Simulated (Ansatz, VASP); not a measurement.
**MoS: VASP beside Ansatz**

INCAR

```
PREC     = Accurate       # precision mode
ENCUT    = 520            # plane-wave cutoff, eV
EDIFF    = 1E-7           # SCF threshold, eV
ISMEAR   = 0              # smearing method
SIGMA    = 0.1            # smearing width, eV
LREAL    = False          # projectors in reciprocal space
LASPH    = True           # aspherical terms in the spheres
NELM     = 60             # most SCF steps
ALGO     = Normal         # electronic algorithm
ISIF     = 2              # what is computed and relaxed
LWAVE    = False          # write WAVECAR
LCHARG   = True           # write CHGCAR
LDIPOL   = True         
IDIPOL   = 3            
DIPOL    = 0.5 0.5 0.500
GGA      = CA             # functional
LELF     = True           # ELF
LVHAR    = True         
LVACPOTAV= True         
NBANDS   = 28             # bands
```

KPOINTS

```
Automatic mesh
0
Gamma
  12 12 1
```

File POSCAR:

```
MoS
1.0
    3.1204068979      0.0000000000      0.0000000000
   -1.5602034489      2.7023516437      0.0000000000
    0.0000000000      0.0000000000     21.0860250635
Mo S
2 2
Direct
    0.6666666667      0.3333333333      0.3556858145
    0.3333333333      0.6666666667      0.6443141855
    0.3333333333      0.6666666667      0.4316152661
    0.6666666667      0.3333333333      0.5683847339
```

Input for Ansatz:

```yaml
crystal:
  lattice:
    - [3.1204068979, 0.0, 0.0]
    - [-1.5602034489, 2.7023516437, 0.0]
    - [0.0, 0.0, 21.0860250635]
  atoms:
    - { symbol: Mo, position: [0.6666666667, 0.3333333333, 0.3556858145] }
    - { symbol: S, position: [0.3333333333, 0.6666666667, 0.4316152661] }
    - { symbol: S, position: [0.6666666667, 0.3333333333, 0.5683847339] }
    - { symbol: Mo, position: [0.3333333333, 0.6666666667, 0.6443141855] }
basis:
  ecutwfc: 420
kpoints:
  mp_grid: { grid: [12, 12, 1] }
hamiltonian:
  xc: lda
scf:
  occupations: { method: gaussian, width: 0.1 }
output:
  forces: true
  stress: true
  eigenvalues: true
efield:
  axis: 3
  dipole_correction: true
  ramp_width: 0.04
```

Alike in both runs: task single point; functional LDA; k mesh 12 × 12 × 1; occupations gaussian, width 0.1 eV; no spin polarisation.

|  | VASP | Ansatz |
| --- | --- | --- |
| version | VASP 6.6.1 | Ansatz 0.2.0 |
| potentials or method | VASP PAW LDA potentials, release 64 (Mo_sv, S), cutoff 520 eV | scalar-relativistic, plane waves, PAW |
| valence electrons in the cell | 40 | 40 |

VASP gave:

```
gap on the k mesh at the Fermi level (eV)  : none
rms of the force components (eV/Å)         : 1.115
work function, face that differs most (eV) : 4.52
```

What did Ansatz give for the same quantities?

gap on the k mesh at the Fermi level (eV): none; rms of the force components (eV/Å): 1.126; work function, face that differs most (eV): 4.53.

LDA's correlation is that of Perdew and Zunger in VASP and of Perdew and Wang (1992) in Ansatz. A gap of «none» marks a metal or a gap that the smearing closes.
